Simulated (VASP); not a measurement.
# KRh (L10 type) (P4/mmm) in VASP: notebook

Runs on KRh (L10 type). Level: LDA. Tasks: single point, relaxation of cell and atoms.

All numbers are computed with VASP 6.6.1; they aren't measurements. Logs are shortened: lines on timing, memory, paths and dates and some standing lists are left out, and cuts for length are marked.

**1. The cell of the first run**

It takes space group P4/mmm (No. 123, tetragonal). Conventional cell: a = 2.697 Å, b = 2.697 Å, c = 5.172 Å, α = 90.00°, β = 90.00°, γ = 90.00°. Within 3.6 Å of K (site symmetry 4/mmm) lie 4 K at 2.70 Å and 8 Rh at 3.21 Å. Rh (site symmetry 4/mmm) has 4 Rh at 2.70 Å and 8 K at 3.21 Å within 3.6 Å.

**2. Single point, LDA**

File INCAR:

```
PREC = Accurate
ENCUT = 520
EDIFF = 1E-6
ISMEAR = -1
SIGMA = 0.05
LREAL = F
LASPH = T
NELM = 80
ALGO = Normal
ISIF = 2
LWAVE = F
LCHARG = T
LELF = T
LVHAR = T
NBANDS = 19
```

File KPOINTS:

```
Automatic mesh
0
Gamma
  9 9 7
```

File POSCAR:

```
KRh
1.0
    2.6966974211      0.0000000000      0.0000000000
    0.0000000000      2.6966974211      0.0000000000
    0.0000000000      0.0000000000      5.1721604098
K Rh
1 1
Direct
    0.0000000000      0.0000000000      0.0000000000
    0.5000000000      0.5000000000      0.5000000000
```

Potentials or basis: VASP PAW LDA potentials, release 64 (K_sv, Rh_pv).

The run is started by

```sh
$ cat potpaw_LDA.64/K_sv/POTCAR potpaw_LDA.64/Rh_pv/POTCAR > POTCAR
$ mpirun -np 1 vasp_std > vasp.out
```

OUTCAR:

```text
PREC = Accurate
   ENCUT = 520
   EDIFF = 1E-6
   ISMEAR = -1
   LREAL = F
   LASPH = T
   NELM = 80
   ISIF = 2

 ion  position               nearest neighbor table
   1  0.000  0.000  0.000-   2 3.21   2 3.21   2 3.21   2 3.21   2 3.21   2 3.21   2 3.21   2 3.21

   2  0.500  0.500  0.500-   1 3.21   1 3.21   1 3.21   1 3.21   1 3.21   1 3.21   1 3.21   1 3.21

  LATTYP: Found a simple tetragonal cell.
 ALAT       =     2.6966974211
 C/A-ratio  =     1.9179609731

  Lattice vectors:

 A1 = (   2.6966974211,   0.0000000000,   0.0000000000)
 A2 = (   0.0000000000,   2.6966974211,   0.0000000000)
 A3 = (   0.0000000000,   0.0000000000,   5.1721604098)

Analysis of symmetry for initial positions (statically):
=====================================================================
 Subroutine PRICEL returns:
 Original cell was already a primitive cell.

 Routine SETGRP: Setting up the symmetry group for a
 simple tetragonal supercell.

 Subroutine GETGRP returns: Found 16 space group operations
 (whereof 16 operations were pure point group operations)
 out of a pool of 16 trial point group operations.

The static configuration has the point symmetry D_4h.

Analysis of symmetry for dynamics (positions and initial velocities):
=====================================================================
 Subroutine PRICEL returns:
 Original cell was already a primitive cell.

 Routine SETGRP: Setting up the symmetry group for a
 simple tetragonal supercell.

 Subroutine GETGRP returns: Found 16 space group operations
 (whereof 16 operations were pure point group operations)
 out of a pool of 16 trial point group operations.

The dynamic configuration has the point symmetry D_4h.

 Subroutine INISYM returns: Found 16 space group operations
 (whereof 16 operations are pure point group operations),
 and found     1 'primitive' translations

----------------------------------------------------------------------------------------

                                     Primitive cell

  volume of cell :      37.6129

  direct lattice vectors                    reciprocal lattice vectors
     2.696697421  0.000000000  0.000000000     0.370823954  0.000000000  0.000000000
     0.000000000  2.696697421  0.000000000     0.000000000  0.370823954  0.000000000
[... 79 lines left out ...]
   ISPIN  =      1    spin polarized calculation?
   LNONCOLLINEAR =      F non collinear calculations
   LSORBIT =      F    spin-orbit coupling
   LASPH  =      T    aspherical Exc in radial PAW
   ENCUT  =  520.0 eV  38.22 Ry    6.18 a.u.   5.01  5.01  9.62*2*pi/ulx,y,z
   NELM   =     80;   NELMIN=  2; NELMDL= -5     # of ELM steps
   EDIFF  = 0.1E-05   stopping-criterion for ELM
   LREAL  =      F    real-space projection
   EDIFFG = 0.1E-04   stopping-criterion for IOM
   NSW    =      0    number of steps for IOM
   IBRION =     -1    ionic relax: 0-MD 1-quasi-New 2-CG
   NFREE  =      0    steps in history (QN), initial steepest desc. (CG)
   ISIF   =      2    stress and relaxation
   ISYM   =      2    0-nonsym 1-usesym 2-fastsym
   POTIM  = 0.5000    time-step for ionic-motion
   TEBEG  =    0.0;   TEEND  =   0.0 temperature during run
   PSTRESS=    0.0 pullay stress
   NELECT =      24.0000    total number of electrons
   NUPDOWN=      -1.0000    fix difference up-down
   EMIN   =  10.00;   EMAX   =-10.00  energy-range for DOS
   EFERMI =   0.00;   METHOD = LEGACY
   ISMEAR =    -1;   SIGMA  =   0.05  broadening in eV -4-tet -1-fermi 0-gaus
   EFERMI_NEDOS =   21; number of points for ismear=-14 and -15
   IALGO  =     38    algorithm
   IMIX   =      4    mixing-type and parameters
     AMIX     =   0.40;   BMIX     =  1.00
     AMIX_MAG =   1.60;   BMIX_MAG =  1.00
  volume/ion in A,a.u.               =      18.81       126.91
  Fermi-wavevector in a.u.,A,eV,Ry     =   1.409396  2.663373 27.026582  1.986398
  Thomas-Fermi vector in A             =   2.531456
   LORBIT       =      0    0 simple, 1 ext, 2 COOP (PROOUT), +10 PAW based schemes
   GGA     = CA    functional components
   LHFCALC =     F    Hartree Fock is set to
   AEXX    =    0.0000 exact exchange contribution
   IVDW    =     0    specifies the selected vdW correction
   LEPSILON=     F    determine dielectric tensor
   LRPA    =     F    only Hartree local field effects (RPA)
 non-spin polarized calculation
  energy-cutoff  :      520.00
  volume of cell :       37.61
 maximum number of plane-waves:      1029
   NGX = 11   NGY = 11   NGZ = 19

 number of electron      24.0000005 magnetization

 Free energy of the ion-electron system (eV)
  ---------------------------------------------------
  ext. energy  EPLUGINS =         0.00000000
  ---------------------------------------------------
  free energy    TOTEN  =        -8.20937283 eV

  energy without entropy =       -8.18568376  energy(sigma->0) =       -8.19752830

 E-fermi :   5.4972     XC(G=0): -11.5082

 val. band max:        5.4894989172   @ k =   0.3333   0.1111   0.2857
 cond. band min:       5.5055835658   @ k =   0.2222   0.0000   0.0000
 fundamental gap:      0.0160846485
 Fermi energy:         5.4972034583

 k-point     1 :       0.0000    0.0000    0.0000
  band No.  band energies     occupation
      1     -39.7785      2.00000
      2     -39.7785      2.00000
      3     -39.7020      2.00000
      4     -26.1217      2.00000
      5      -9.5881      2.00000
      6      -8.0641      2.00000
[... 505 lines left out ...]
      6      -8.9716      2.00000
[... 11 lines left out ...]
     18      14.7510      0.00000
     19      15.8212      0.00000

 [... further k-points ...]

------------------------ aborting loop because EDIFF is reached ----------------------------------------

  FORCE on cell =-STRESS in cart. coord.  units (eV):
  Direction    XX          YY          ZZ          XY          YZ          ZX
  --------------------------------------------------------------------------------------
  -------------------------------------------------------------------------------------
  Total        0.1692389      0.1692389      0.1190269      0.0000000      0.0000000      0.0000000
  in kB        7.2089897      7.2089897      5.0701327      0.0000000      0.0000000      0.0000000
  external PRESSURE =       6.4960374 kB  Pullay stress =       0.0000000 kB

 VOLUME and BASIS-vectors are now :
 -----------------------------------------------------------------------------
  energy-cutoff  :      520.00
  volume of cell :       37.61
      direct lattice vectors                 reciprocal lattice vectors
     2.696697421  0.000000000  0.000000000     0.370823954  0.000000000  0.000000000
     0.000000000  2.696697421  0.000000000     0.000000000  0.370823954  0.000000000
     0.000000000  0.000000000  5.172160410     0.000000000  0.000000000  0.193342805

 POSITION                                       TOTAL-FORCE (eV/Angst)
 -----------------------------------------------------------------------------------
      0.00000      0.00000      0.00000         0.000000      0.000000      0.000000
      1.34835      1.34835      2.58608         0.000000      0.000000      0.000000
 -----------------------------------------------------------------------------------
    total drift:                               -0.000000      0.000000      0.000000

  FREE ENERGIE OF THE ION-ELECTRON SYSTEM (eV)
  ---------------------------------------------------
  free  energy   TOTEN  =        -8.2093728282 eV

  energy  without entropy=       -8.1856837622  energy(sigma->0) =       -8.19752830
```

Run time: 31 s. Hardware: 1 thread of AMD EPYC 7R43 (Zen 3), shared host; peak memory 0.12 GiB.

Results:

| Item | Value |
| --- | --- |
| Free energy | -8.2094 eV |
| Pressure | 0.6 GPa |
| Band gap on the k mesh | zero (bands 12 and 13 overlap by 1.92 eV) |

**3. Single point, LDA**

File INCAR:

```
SYSTEM = KRh
PREC = Accurate ; ENCUT = 520
EDIFF = 1E-6 ; ISMEAR = -1
SIGMA = 0.05 ; LREAL = .False.
LASPH = .True. ; NELM = 100
ALGO = Normal ; ISIF = 2
LWAVE = .False. ; LCHARG = .False.
NBANDS = 19
```

File KPOINTS:

```
regular mesh
0
Gamma
  9 9 7
  0 0 0
```

POSCAR is that of step 2.

Potentials or basis: VASP PAW LDA potentials, release 64 (K_sv, Rh_pv).

The run is started by

```sh
$ cat potpaw_LDA.64/K_sv/POTCAR potpaw_LDA.64/Rh_pv/POTCAR > POTCAR
$ mpirun -np 1 vasp_std > vasp.out
```

It took 24 s on 1 thread of AMD EPYC 7R43 (Zen 3), shared host; peak memory 0.13 GiB.

Results (log left out):

- Free energy: -8.2094 eV
- Pressure: 0.6 GPa
- Band gap on the k mesh: zero (bands 12 and 13 overlap by 1.92 eV)

Stress tensor (GPa, compression positive):
```
0.72 0.00 0.00
0.00 0.72 0.00
0.00 0.00 0.51
```

Levels at points of the mesh, in eV from the Fermi level:
| k point | band 8 | band 9 | band 10 | band 11 | band 12 | band 13 | band 14 | band 15 | band 16 | band 17 |
| --- | --- | --- | --- | --- | --- | --- | --- | --- | --- | --- |
| (0.00, 0.00, 0.00) | -4.94 | -3.69 | -2.63 | -0.12 | -0.12 | 0.73 | 2.63 | 2.84 | 3.35 | 10.07 |

**4. Single point, LDA**

File INCAR:

```
SYSTEM = KRh
ALGO     = Normal         ! electronic algorithm
EDIFF    = 1E-6           ! SCF threshold, eV
ENCUT    = 520            ! plane-wave cutoff, eV
GGA      = CA             ! functional
ISIF     = 2              ! what is computed and relaxed
ISMEAR   = -1             ! smearing method
LASPH    = .True.         ! aspherical terms in the spheres
LCHARG   = .True.         ! write CHGCAR
LELF     = .True.         ! ELF
LREAL    = .False.        ! projectors in reciprocal space
LVHAR    = .True.       
LWAVE    = .False.        ! write WAVECAR
NBANDS   = 19             ! bands
NELM     = 80             ! most SCF steps
PREC     = Accurate       ! precision mode
SIGMA    = 0.05           ! smearing width, eV
```

File KPOINTS:

```
k-points
0
Gamma
  9 9 7
  0 0 0
```

POSCAR is that of step 3.

The run is started by

```sh
$ cat potpaw_LDA.64/K_sv/POTCAR potpaw_LDA.64/Rh_pv/POTCAR > POTCAR
$ mpirun -np 1 vasp_std > vasp.out
```

It took 24 s on 1 thread of AMD EPYC 7R43 (Zen 3), shared host; peak memory 0.12 GiB.

The run converged. Its results:

* Free energy: -8.2094 eV
* Pressure: 0.6 GPa
* Band gap on the k mesh: zero (bands 12 and 13 overlap by 1.92 eV)

Stress tensor (GPa, compression positive):
```
0.72 0.00 0.00
0.00 0.72 0.00
0.00 0.00 0.51
```

Levels at points of the mesh, in eV from the Fermi level:
| k point | band 9 | band 10 | band 11 | band 12 | band 13 | band 14 | band 15 | band 16 |
| --- | --- | --- | --- | --- | --- | --- | --- | --- |
| (0.00, 0.00, 0.00) | -3.69 | -2.63 | -0.12 | -0.12 | 0.73 | 2.63 | 2.84 | 3.35 |

**5. Relaxation of cell and atoms, LDA**

This run uses another cell than the first one, of 31.39 Å³/atom.

File INCAR:

```
SYSTEM = KRh
PREC = Accurate
ENCUT = 600
EDIFF = 1E-6
ISMEAR = -1
SIGMA = 0.05
LREAL = .FALSE.
LASPH = .TRUE.
NELM = 60
ALGO = Normal
ISIF = 3
LWAVE = .FALSE.
LCHARG = .FALSE.
IBRION = 2
NSW = 100
EDIFFG = -0.005
```

File KPOINTS:

```
Automatic mesh
0
G
  9 9 7
  0 0 0
```

File POSCAR:

```
KRh
1.0
    3.5871606308      0.0000000000      0.0000000000
    0.0000000000      3.5871606308      0.0000000000
    0.0000000000      0.0000000000      4.8785384579
K Rh
1 1
Direct
    0.0000000000      0.0000000000      0.0000000000
    0.5000000000      0.5000000000      0.5000000000
```

Potentials or basis: VASP PAW LDA potentials, release 64 (K_sv, Rh_pv).

The run is started by

```sh
$ cat potpaw_LDA.64/K_sv/POTCAR potpaw_LDA.64/Rh_pv/POTCAR > POTCAR
$ mpirun -np 1 vasp_std > vasp.out
```

OUTCAR:

```text
SYSTEM = KRh
   PREC = Accurate
   ENCUT = 600
   EDIFF = 1E-6
   ISMEAR = -1
   LREAL = .FALSE.
   LASPH = .TRUE.
   NELM = 60
   ISIF = 3
   IBRION = 2
   NSW = 100
   EDIFFG = -0.005

 ion  position               nearest neighbor table
   1  0.000  0.000  0.000-   2 3.52   2 3.52   2 3.52   2 3.52   2 3.52   2 3.52   2 3.52   2 3.52

   2  0.500  0.500  0.500-   1 3.52   1 3.52   1 3.52   1 3.52   1 3.52   1 3.52   1 3.52   1 3.52

  LATTYP: Found a simple tetragonal cell.
 ALAT       =     3.5871606308
 C/A-ratio  =     1.3600000000

  Lattice vectors:

 A1 = (   3.5871606308,   0.0000000000,   0.0000000000)
 A2 = (   0.0000000000,   3.5871606308,   0.0000000000)
 A3 = (   0.0000000000,   0.0000000000,   4.8785384579)

Analysis of symmetry for initial positions (statically):
[... 178 lines left out ...]
 val. band max:        1.1663402423   @ k =   0.4444   0.0000   0.2857
 cond. band min:       1.1721595248   @ k =   0.4444   0.3333   0.0000
 fundamental gap:      0.0058192825
 Fermi energy:         1.1700594568
[... 1487 lines left out ...]
  FREE ENERGIE OF THE ION-ELECTRON SYSTEM (eV)
  ---------------------------------------------------
  free  energy   TOTEN  =        -4.4707889195 eV

  energy  without entropy=       -4.4549376901  energy(sigma->0) =       -4.46286330

[... ionic steps 4 to 17 ...]

--------------------------------------- Ionic step       18  -------------------------------------------

 number of electron      24.0000001 magnetization

------------------------ aborting loop because EDIFF is reached ----------------------------------------
[... 67 lines left out ...]
--------------------------------------- Ionic step       20  -------------------------------------------

 number of electron      24.0000001 magnetization

 Free energy of the ion-electron system (eV)
  ---------------------------------------------------
  ext. energy  EPLUGINS =         0.00000000
  ---------------------------------------------------
  free energy    TOTEN  =        -8.21297732 eV

  energy without entropy =       -8.18897206  energy(sigma->0) =       -8.20097469

 E-fermi :   5.4044     XC(G=0): -11.4600

 val. band max:        5.3963984508   @ k =   0.3333   0.1111   0.2857
 cond. band min:       5.4133935907   @ k =   0.2222   0.0000   0.0000
 fundamental gap:      0.0169951399
 Fermi energy:         5.4044088872
[... 485 lines left out ...]
  FREE ENERGIE OF THE ION-ELECTRON SYSTEM (eV)
  ---------------------------------------------------
  free  energy   TOTEN  =        -8.2129773224 eV

  energy  without entropy=       -8.1889720553  energy(sigma->0) =       -8.20097469

 reached required accuracy - stopping structural energy minimisation
```

OSZICAR:

```text
N       E                     dE             d eps       ncg     rms          rms(c)
DAV:   1     0.210709447003E+03    0.21071E+03   -0.14851E+04  2016   0.162E+03
DAV:   2     0.437342445096E+00   -0.21027E+03   -0.20578E+03  2216   0.427E+02
DAV:   3    -0.659409610215E+01   -0.70314E+01   -0.68821E+01  2552   0.716E+01
[... 201 lines left out ...]
DAV:   1    -0.821322946754E+01   -0.25912E-03   -0.63249E-03  1920   0.780E-01    0.114E-01
DAV:   2    -0.821303376708E+01    0.19570E-03   -0.14575E-03  2016   0.258E-01    0.635E-02
DAV:   3    -0.821298655636E+01    0.47211E-04   -0.33451E-04  2256   0.111E-01    0.212E-02
DAV:   4    -0.821297803943E+01    0.85169E-05   -0.18850E-05  2480   0.355E-02    0.123E-02
DAV:   5    -0.821297732237E+01    0.71706E-06   -0.31057E-06  2704   0.117E-02
  20 F= -.82129773E+01 E0= -.82009747E+01  d E =-.694155E-05
```

CONTCAR:

```text
KRh
   1.00000000000000
     2.7065579614647977   -0.0000000000000000   -0.0000000000000000
     0.0000000000000000    2.7065579614647977    0.0000000000000000
     0.0000000000000000   -0.0000000000000000    5.1817815848707829
  K               Rh
     1     1
Direct
     0.0000000000000000    1.0000000000000000    0.0000000000000000
     0.5000000000000000    0.5000000000000000    0.5000000000000000

  0.00000000E+00  0.00000000E+00  0.00000000E+00
  0.00000000E+00  0.00000000E+00  0.00000000E+00
```

It took 12 min on 1 thread of AMD EPYC 7R43 (Zen 3), shared host; peak memory 0.19 GiB.

What came out:

- Free energy: -8.2130 eV
- Relaxed volume: 18.98 Å³/atom
- Relaxed cell: a = 2.707 Å, b = 2.707 Å, c = 5.182 Å, α = 90.00°, β = 90.00°, γ = 90.00°
- Space group after relaxing (to 0.1 Å): P4/mmm (No. 123)
- Pressure after relaxing: 0.0 GPa
- Band gap on the k mesh: zero (bands 12 and 13 overlap by 1.89 eV)

Final structure:
```xyz
2
Lattice="2.7066 0.0000 0.0000 0.0000 2.7066 0.0000 0.0000 0.0000 5.1818" Properties=species:S:1:pos:R:3 pbc="T T T"
K     0.0000    2.7066    0.0000
Rh    1.3533    1.3533    2.5909
```

Caveat: the volume moved by over 15 % at a fixed basis, so the end points are rough.
